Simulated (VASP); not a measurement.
Runs of VASP 6.6.1 on Si. The structure is that of space group P6_3/mmc (No. 194), or close to it. The cells are those of the table. 

```tsv
cell	gap on the mesh (eV)	pressure (GPa)	largest force (eV/Å)
a = 3.882, b = 3.882, c = 6.416 Å, angles 90.0, 90.0, 120.0°, 4 atoms	0.45	-5.2	0.03
a = 3.919, b = 3.919, c = 6.477 Å, angles 90.0, 90.0, 120.0°, 4 atoms	(b)	-7.1	0.04
a = 3.844, b = 3.844, c = 6.354 Å, angles 90.0, 90.0, 120.0°, 4 atoms	0.39	-2.9	(a)
a = 3.766, b = 3.766, c = 6.225 Å, angles 90.0, 90.0, 120.0°, 4 atoms	0.27	3.0	0.01
a = 3.806, b = 3.806, c = 6.290 Å, angles 90.0, 90.0, 120.0°, 4 atoms	0.34	-0.1	-
```

Alike in all rows: task single point; level LDA; potentials or basis VASP PAW LDA potentials, release 64 (Si); no spin polarisation; k mesh 7 × 7 × 4; cutoff (eV) 520; smearing fermi-dirac 0.1 eV.

Problem. Estimate the missing entries.

Solution. (a) 0.02; (b) 0.50.

A k mesh can miss the band edges.
